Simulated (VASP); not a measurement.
# Ta (Im-3m) in VASP: further runs

Ta is run at these levels: PBE; tasks: single point.

Program: VASP 6.6.1. These are calculated values, not measurements. Logs are shortened: lines on timing, memory, paths and dates and some standing lists are left out, and cuts for length are marked.

### 1 The cell of the first run

Symmetry: Im-3m, No. 229, cubic system. The conventional cell has a = 2.785 Å, b = 2.785 Å, c = 2.785 Å, α = 90.00°, β = 90.00°, γ = 90.00°. Ta (site symmetry m-3m) has 14 Ta at 2.41 to 2.78 Å within 3.2 Å.

### 2 Single point, PBE

Input file INCAR:

```
PREC = Accurate
ENCUT = 520
EDIFF = 1E-6
ISMEAR = -1
SIGMA = 0.05
LREAL = F
LASPH = T
NELM = 100
ALGO = Normal
ISIF = 2
LWAVE = F
LCHARG = F
GGA = PE
NBANDS = 12
```

Input file KPOINTS:

```
regular mesh
0
Gamma
  19 19 19
```

Input file POSCAR:

```
Ta
1.0
   -1.3923662784      1.3923662784      1.3923662784
    1.3923662784     -1.3923662784      1.3923662784
    1.3923662784      1.3923662784     -1.3923662784
Ta
1
Direct
    0.0000000000      0.0000000000      0.0000000000
```

Potentials or basis: VASP PAW PBE potentials, release 64 (Ta_pv).

Started as:

```
cat potpaw_PBE.64/Ta_pv/POTCAR > POTCAR
mpirun -np 1 vasp_std > vasp.out
```

OUTCAR:

```text
PREC = Accurate
   ENCUT = 520
   EDIFF = 1E-6
   ISMEAR = -1
   LREAL = F
   LASPH = T
   NELM = 100
   ISIF = 2
   GGA = PE

 ion  position               nearest neighbor table
   1  0.000  0.000  0.000-

  LATTYP: Found a body centered cubic cell.
 ALAT       =     2.7847325568

  Lattice vectors:

 A1 = (  -1.3923662784,   1.3923662784,   1.3923662784)
 A2 = (   1.3923662784,  -1.3923662784,   1.3923662784)
 A3 = (   1.3923662784,   1.3923662784,  -1.3923662784)

Analysis of symmetry for initial positions (statically):
=====================================================================
 Subroutine PRICEL returns:
 Original cell was already a primitive cell.

 Routine SETGRP: Setting up the symmetry group for a
 body centered cubic supercell.

 Subroutine GETGRP returns: Found 48 space group operations
 (whereof 48 operations were pure point group operations)
 out of a pool of 48 trial point group operations.

The static configuration has the point symmetry O_h .

Analysis of symmetry for dynamics (positions and initial velocities):
=====================================================================
 Subroutine PRICEL returns:
 Original cell was already a primitive cell.

 Routine SETGRP: Setting up the symmetry group for a
 body centered cubic supercell.

 Subroutine GETGRP returns: Found 48 space group operations
 (whereof 48 operations were pure point group operations)
 out of a pool of 48 trial point group operations.

The dynamic configuration has the point symmetry O_h .

 Subroutine INISYM returns: Found 48 space group operations
 (whereof 48 operations are pure point group operations),
 and found     1 'primitive' translations

----------------------------------------------------------------------------------------

                                     Primitive cell

  volume of cell :      10.7974

  direct lattice vectors                    reciprocal lattice vectors
    -1.392366278  1.392366278  1.392366278     0.000000000  0.359100912  0.359100912
     1.392366278 -1.392366278  1.392366278     0.359100912  0.000000000  0.359100912
     1.392366278  1.392366278 -1.392366278     0.359100912  0.359100912  0.000000000

  length of vectors
     2.411649137  2.411649137  2.411649137     0.507845380  0.507845380  0.507845380

  position of ions in fractional coordinates (direct lattice)
     0.000000000  0.000000000  0.000000000

  ion indices of the primitive-cell ions
   primitive index   ion index
                 1           1
[... 79 lines left out ...]
   ISYM   =      2    0-nonsym 1-usesym 2-fastsym
   POTIM  = 0.5000    time-step for ionic-motion
   TEBEG  =    0.0;   TEEND  =   0.0 temperature during run
   PSTRESS=    0.0 pullay stress
   NELECT =      11.0000    total number of electrons
   NUPDOWN=      -1.0000    fix difference up-down
   EMIN   =  10.00;   EMAX   =-10.00  energy-range for DOS
   EFERMI =   0.00;   METHOD = LEGACY
   ISMEAR =    -1;   SIGMA  =   0.05  broadening in eV -4-tet -1-fermi 0-gaus
   EFERMI_NEDOS =   21; number of points for ismear=-14 and -15
   IALGO  =     38    algorithm
   IMIX   =      4    mixing-type and parameters
     AMIX     =   0.40;   BMIX     =  1.00
     AMIX_MAG =   1.60;   BMIX_MAG =  1.00
  volume/ion in A,a.u.               =      10.80        72.86
  Fermi-wavevector in a.u.,A,eV,Ry     =   1.647273  3.112894 36.919520  2.713508
  Thomas-Fermi vector in A             =   2.736760
   LORBIT       =      0    0 simple, 1 ext, 2 COOP (PROOUT), +10 PAW based schemes
   GGA     = PE    functional components
   LHFCALC =     F    Hartree Fock is set to
   AEXX    =    0.0000 exact exchange contribution
   IVDW    =     0    specifies the selected vdW correction
   LEPSILON=     F    determine dielectric tensor
   LRPA    =     F    only Hartree local field effects (RPA)
 non-spin polarized calculation
  energy-cutoff  :      520.00
  volume of cell :       10.80
 maximum number of plane-waves:       321
 NGX is ok and might be reduce to    18
   NGX =  9   NGY =  9   NGZ =  9

 number of electron      11.0000001 magnetization

 Free energy of the ion-electron system (eV)
  ---------------------------------------------------
  ext. energy  EPLUGINS =         0.00000000
  ---------------------------------------------------
  free energy    TOTEN  =        -7.57525159 eV

  energy without entropy =       -7.57061212  energy(sigma->0) =       -7.57293186

 E-fermi :  10.8785     XC(G=0): -15.4793

 val. band max:       10.8615487281   @ k =   0.2632   0.1579   0.0000
 cond. band min:      10.8928690981   @ k =  -0.3684   0.3684   0.1053
 fundamental gap:      0.0313203700
 Fermi energy:        10.8785032954

 k-point     1 :       0.0000    0.0000    0.0000
  band No.  band energies     occupation
      1     -20.4439      2.00000
      2     -20.4439      2.00000
      3     -20.4439      2.00000
      4       1.4049      2.00000
      5      10.7584      1.83388
      6      10.7584      1.83388
      7      10.7584      1.83388
      8      16.1438      0.00000
      9      16.1438      0.00000
     10      26.5853      0.00000
     11      28.0506      0.00000
     12      28.0506      0.00000
[... 331 lines left out ...]
 k-point    24 :       0.3158    0.1053    0.0000
  band No.  band energies     occupation
      1     -24.8729      2.00000
      2     -21.9750      2.00000
      3     -20.7655      2.00000
      4       4.4003      2.00000
      5       7.2910      2.00000
      6      12.2763      0.00000
      7      16.1431      0.00000
      8      18.3225      0.00000
      9      21.8853      0.00000
     10      26.5690      0.00000
     11      28.2774      0.00000
     12      33.8332      0.00000

 [... further k-points ...]

------------------------ aborting loop because EDIFF is reached ----------------------------------------

  FORCE on cell =-STRESS in cart. coord.  units (eV):
  Direction    XX          YY          ZZ          XY          YZ          ZX
  --------------------------------------------------------------------------------------
  -------------------------------------------------------------------------------------
  Total       18.5535492     18.5535492     18.5535492     -0.0000000     -0.0000000      0.0000000
  in kB     2753.0690365   2753.0690365   2753.0690365     -0.0000000     -0.0000000      0.0000000
  external PRESSURE =    2753.0690365 kB  Pullay stress =       0.0000000 kB

 VOLUME and BASIS-vectors are now :
 -----------------------------------------------------------------------------
  energy-cutoff  :      520.00
  volume of cell :       10.80
      direct lattice vectors                 reciprocal lattice vectors
    -1.392366278  1.392366278  1.392366278     0.000000000  0.359100912  0.359100912
     1.392366278 -1.392366278  1.392366278     0.359100912  0.000000000  0.359100912
     1.392366278  1.392366278 -1.392366278     0.359100912  0.359100912  0.000000000

 POSITION                                       TOTAL-FORCE (eV/Angst)
 -----------------------------------------------------------------------------------
      0.00000      0.00000      0.00000         0.000000     -0.000000      0.000000
 -----------------------------------------------------------------------------------
    total drift:                                0.000000      0.000000      0.000000

  FREE ENERGIE OF THE ION-ELECTRON SYSTEM (eV)
  ---------------------------------------------------
  free  energy   TOTEN  =        -7.5752515910 eV

  energy  without entropy=       -7.5706121228  energy(sigma->0) =       -7.57293186
```

stdout:

```text
POSCAR found type information on POSCAR Ta
 POSCAR found :  1 types and       1 ions
 scaLAPACK will be used
 LDA part: xc-table for (Slater+PW92), standard interpolation
 POSCAR, INCAR and KPOINTS ok, starting setup
 FFT: planning ... GRIDC
 FFT: planning ... GRID_SOFT
 FFT: planning ... GRID
 WAVECAR not read
 entering main loop
```

Run time: 14 s. Hardware: 1 thread of Intel Xeon Platinum 8375C at 2.90GHz (Ice Lake), shared host; peak memory 0.14 GiB.

What came out:

| Property | Result |
| --- | --- |
| Free energy | -7.5753 eV |
| Pressure | 275.3 GPa |

Caveat: spin-orbit coupling is left out, which moves the levels of the heavy elements.

### 3 Single point, PBE

This run uses another cell than the first one, of 10.76 Å³/atom, 0.996 times its volume.

Input file INCAR:

```
ALGO = Normal ; EDIFF = 1E-7
ENCUT = 520 ; GGA = PE
ISIF = 2 ; ISMEAR = -1
LASPH = True ; LCHARG = True
LELF = True ; LREAL = False
LVHAR = True ; LWAVE = False
NBANDS = 12 ; NELM = 100
PREC = Accurate ; SIGMA = 0.05
```

Input file KPOINTS:

```
k-points
0
Gamma
  19 19 19
```

Input file POSCAR:

```
Ta
1.0
   -1.3905414183      1.3905414183      1.3905414183
    1.3905414183     -1.3905414183      1.3905414183
    1.3905414183      1.3905414183     -1.3905414183
Ta
1
Direct
    0.0000000000      0.0000000000      0.0000000000
```

Potentials or basis: VASP PAW PBE potentials, release 64 (Ta_pv).

Started as:

```
cat potpaw_PBE.64/Ta_pv/POTCAR > POTCAR
mpirun -np 1 vasp_std > vasp.out
```

OUTCAR:

```text
EDIFF = 1E-7
   ENCUT = 520
   GGA = PE
   ISIF = 2
   ISMEAR = -1
   LASPH = True
   LREAL = False
   NELM = 100
   PREC = Accurate

 ion  position               nearest neighbor table
   1  0.000  0.000  0.000-

  LATTYP: Found a body centered cubic cell.
 ALAT       =     2.7810828366

  Lattice vectors:

 A1 = (  -1.3905414183,   1.3905414183,   1.3905414183)
 A2 = (   1.3905414183,  -1.3905414183,   1.3905414183)
 A3 = (   1.3905414183,   1.3905414183,  -1.3905414183)

Analysis of symmetry for initial positions (statically):
=====================================================================
 Subroutine PRICEL returns:
 Original cell was already a primitive cell.

 Routine SETGRP: Setting up the symmetry group for a
 body centered cubic supercell.

 Subroutine GETGRP returns: Found 48 space group operations
[... 9 lines left out ...]

 Routine SETGRP: Setting up the symmetry group for a
 body centered cubic supercell.

 Subroutine GETGRP returns: Found 48 space group operations
[... 11 lines left out ...]
                                     Primitive cell

  volume of cell :      10.7550

  direct lattice vectors                    reciprocal lattice vectors
    -1.390541418  1.390541418  1.390541418     0.000000000  0.359572173  0.359572173
     1.390541418 -1.390541418  1.390541418     0.359572173  0.000000000  0.359572173
     1.390541418  1.390541418 -1.390541418     0.359572173  0.359572173  0.000000000

  length of vectors
     2.408488387  2.408488387  2.408488387     0.508511844  0.508511844  0.508511844

  position of ions in fractional coordinates (direct lattice)
     0.000000000  0.000000000  0.000000000

  ion indices of the primitive-cell ions
   primitive index   ion index
                 1           1

----------------------------------------------------------------------------------------

 KPOINTS: k-points

Automatic generation of k-mesh.
 Grid dimensions read from file:
 generate k-points for:   19   19   19

 Generating k-lattice:

  Cartesian coordinates                     Fractional coordinates (reciprocal lattice)
     0.000000000  0.018924851  0.018924851     0.052631579  0.000000000  0.000000000
     0.018924851  0.000000000  0.018924851     0.000000000  0.052631579  0.000000000
     0.018924851  0.018924851  0.000000000     0.000000000  0.000000000  0.052631579

  Length of vectors
     0.026763781  0.026763781  0.026763781

  Shift w.r.t. Gamma in fractional coordinates (k-lattice)
     0.000000000  0.000000000  0.000000000

 Subroutine IBZKPT returns following result:
 ===========================================

 Found    220 irreducible k-points:

 Following reciprocal coordinates:
            Coordinates               Weight
  0.000000  0.000000  0.000000      1.000000
  0.052632  0.000000  0.000000     12.000000
  0.105263  0.000000  0.000000     12.000000
  0.157895  0.000000  0.000000     12.000000
  0.210526  0.000000  0.000000     12.000000
  0.263158  0.000000  0.000000     12.000000
[... 16 lines left out ...]
  0.263158  0.105263  0.000000     48.000000
  0.315789  0.105263  0.000000     48.000000
 [... further k-points ...]
   k-points           NKPTS =    220   k-points in BZ     NKDIM =    220   number of bands    NBANDS=     12
   number of dos      NEDOS =    301   number of ions     NIONS =      1
   total plane-waves  NPLWV =   5832
   dimension x,y,z NGX =    18 NGY =   18 NGZ =   18
   dimension x,y,z NGXF=    36 NGYF=   36 NGZF=   36
   ions per type =               1
   NGX,Y,Z   is equivalent  to a cutoff of  12.42, 12.42, 12.42 a.u.
   NGXF,Y,Z  is equivalent  to a cutoff of  24.85, 24.85, 24.85 a.u.
 SYSTEM =  unknown system
   PREC   = accura    normal or accurate (medium, high low for compatibility)
   ISTART =      0    job   : 0-new  1-cont  2-samecut
   ICHARG =      2    charge: 1-file 2-atom 10-const
   ISPIN  =      1    spin polarized calculation?
   LNONCOLLINEAR =      F non collinear calculations
   LSORBIT =      F    spin-orbit coupling
   LASPH  =      T    aspherical Exc in radial PAW
   ENCUT  =  520.0 eV  38.22 Ry    6.18 a.u.   4.48  4.48  4.48*2*pi/ulx,y,z
   NELM   =    100;   NELMIN=  2; NELMDL= -5     # of ELM steps
   EDIFF  = 0.1E-06   stopping-criterion for ELM
   LREAL  =      F    real-space projection
   EDIFFG = 0.1E-05   stopping-criterion for IOM
   NSW    =      0    number of steps for IOM
   IBRION =     -1    ionic relax: 0-MD 1-quasi-New 2-CG
   NFREE  =      0    steps in history (QN), initial steepest desc. (CG)
   ISIF   =      2    stress and relaxation
   ISYM   =      2    0-nonsym 1-usesym 2-fastsym
   POTIM  = 0.5000    time-step for ionic-motion
   TEBEG  =    0.0;   TEEND  =   0.0 temperature during run
   PSTRESS=    0.0 pullay stress
   NELECT =      11.0000    total number of electrons
   NUPDOWN=      -1.0000    fix difference up-down
   EMIN   =  10.00;   EMAX   =-10.00  energy-range for DOS
   EFERMI =   0.00;   METHOD = LEGACY
   ISMEAR =    -1;   SIGMA  =   0.05  broadening in eV -4-tet -1-fermi 0-gaus
   EFERMI_NEDOS =   21; number of points for ismear=-14 and -15
   IALGO  =     38    algorithm
   IMIX   =      4    mixing-type and parameters
     AMIX     =   0.40;   BMIX     =  1.00
     AMIX_MAG =   1.60;   BMIX_MAG =  1.00
  volume/ion in A,a.u.               =      10.76        72.58
  Fermi-wavevector in a.u.,A,eV,Ry     =   1.649435  3.116980 37.016485  2.720635
  Thomas-Fermi vector in A             =   2.738555
   LORBIT       =      0    0 simple, 1 ext, 2 COOP (PROOUT), +10 PAW based schemes
   GGA     = PE    functional components
[... 5 lines left out ...]
 non-spin polarized calculation
  energy-cutoff  :      520.00
  volume of cell :       10.76
 maximum number of plane-waves:       321
 NGX is ok and might be reduce to    18
   NGX =  9   NGY =  9   NGZ =  9

 number of electron      11.0000000 magnetization

 Free energy of the ion-electron system (eV)
  ---------------------------------------------------
  ext. energy  EPLUGINS =         0.00000000
  ---------------------------------------------------
  free energy    TOTEN  =        -7.50181191 eV

  energy without entropy =       -7.49739628  energy(sigma->0) =       -7.49960409

 E-fermi :  10.9353     XC(G=0): -15.5034

 val. band max:       10.9264706541   @ k =   0.2632   0.1579  -0.0000
 cond. band min:      10.9472584834   @ k =  -0.3684   0.3684   0.1053
 fundamental gap:      0.0207878293
 Fermi energy:        10.9353386740

 k-point     1 :       0.0000    0.0000    0.0000
  band No.  band energies     occupation
      1     -20.3812      2.00000
      2     -20.3812      2.00000
      3     -20.3812      2.00000
      4       1.4530      2.00000
      5      10.7959      1.88410
      6      10.7959      1.88410
      7      10.7959      1.88410
      8      16.2000      0.00000
      9      16.2001      0.00000
     10      26.6365      0.00000
     11      28.1176      0.00000
     12      28.1176      0.00000

 k-point     2 :       0.0526    0.0000    0.0000
  band No.  band energies     occupation
      1     -20.5654      2.00000
      2     -20.4299      2.00000
      3     -20.3845      2.00000
      4       1.7158      2.00000
      5      10.6273      1.99579
      6      10.7604      1.94127
      7      11.0387      0.22478
      8      15.8733      0.00000
      9      16.1859      0.00000
     10      26.6364      0.00000
     11      28.3621      0.00000
     12      28.4969      0.00000

 k-point     3 :       0.1053    0.0000    0.0000
  band No.  band energies     occupation
      1     -21.0777      2.00000
      2     -20.5689      2.00000
      3     -20.3941      2.00000
      4       2.4336      2.00000
      5      10.1688      2.00000
      6      10.6116      1.99692
      7      11.7566      0.00000
      8      15.2536      0.00000
      9      16.1654      0.00000
     10      26.6358      0.00000
     11      29.0391      0.00000
     12      29.5867      0.00000
[... 286 lines left out ...]
 k-point    23 :       0.2632    0.1053    0.0000
  band No.  band energies     occupation
      1     -24.3049      2.00000
      2     -21.6758      2.00000
      3     -20.6810      2.00000
      4       4.8751      2.00000
      5       7.7183      2.00000
      6      10.9902      0.50075
      7      15.3970      0.00000
      8      18.0002      0.00000
      9      19.7850      0.00000
     10      26.6256      0.00000
     11      29.6117      0.00000
     12      34.6096      0.00000

 k-point    24 :       0.3158    0.1053    0.0000
  band No.  band energies     occupation
      1     -24.8550      2.00000
      2     -21.9282      2.00000
      3     -20.7069      2.00000
      4       4.4257      2.00000
      5       7.3149      2.00000
      6      12.3479      0.00000
      7      16.2086      0.00000
      8      18.3949      0.00000
      9      21.9800      0.00000
     10      26.6200      0.00000
     11      28.3635      0.00000
     12      33.9656      0.00000

 [... further k-points ...]

------------------------ aborting loop because EDIFF is reached ----------------------------------------

  FORCE on cell =-STRESS in cart. coord.  units (eV):
  Direction    XX          YY          ZZ          XY          YZ          ZX
  --------------------------------------------------------------------------------------
  -------------------------------------------------------------------------------------
  Total       18.7704708     18.7704708     18.7704708      0.0000000      0.0000000      0.0000000
  in kB     2796.2369501   2796.2369501   2796.2369501      0.0000000      0.0000000      0.0000000
  external PRESSURE =    2796.2369501 kB  Pullay stress =       0.0000000 kB

 VOLUME and BASIS-vectors are now :
 -----------------------------------------------------------------------------
  energy-cutoff  :      520.00
  volume of cell :       10.76
      direct lattice vectors                 reciprocal lattice vectors
    -1.390541418  1.390541418  1.390541418     0.000000000  0.359572173  0.359572173
     1.390541418 -1.390541418  1.390541418     0.359572173  0.000000000  0.359572173
     1.390541418  1.390541418 -1.390541418     0.359572173  0.359572173  0.000000000

 POSITION                                       TOTAL-FORCE (eV/Angst)
 -----------------------------------------------------------------------------------
      0.00000      0.00000      0.00000         0.000000     -0.000000      0.000000
 -----------------------------------------------------------------------------------
    total drift:                                0.000000      0.000000     -0.000000

  FREE ENERGIE OF THE ION-ELECTRON SYSTEM (eV)
  ---------------------------------------------------
  free  energy   TOTEN  =        -7.5018119123 eV

  energy  without entropy=       -7.4973962754  energy(sigma->0) =       -7.49960409
```

Run time: 16 s. Hardware: 1 thread of Intel Xeon Platinum 8375C at 2.90GHz (Ice Lake), shared host; peak memory 0.14 GiB.

What came out:

```yaml
Free_energy: -7.5018 eV
Pressure: 279.6 GPa
```

Caveat: spin-orbit coupling is left out, which moves the levels of the heavy elements.
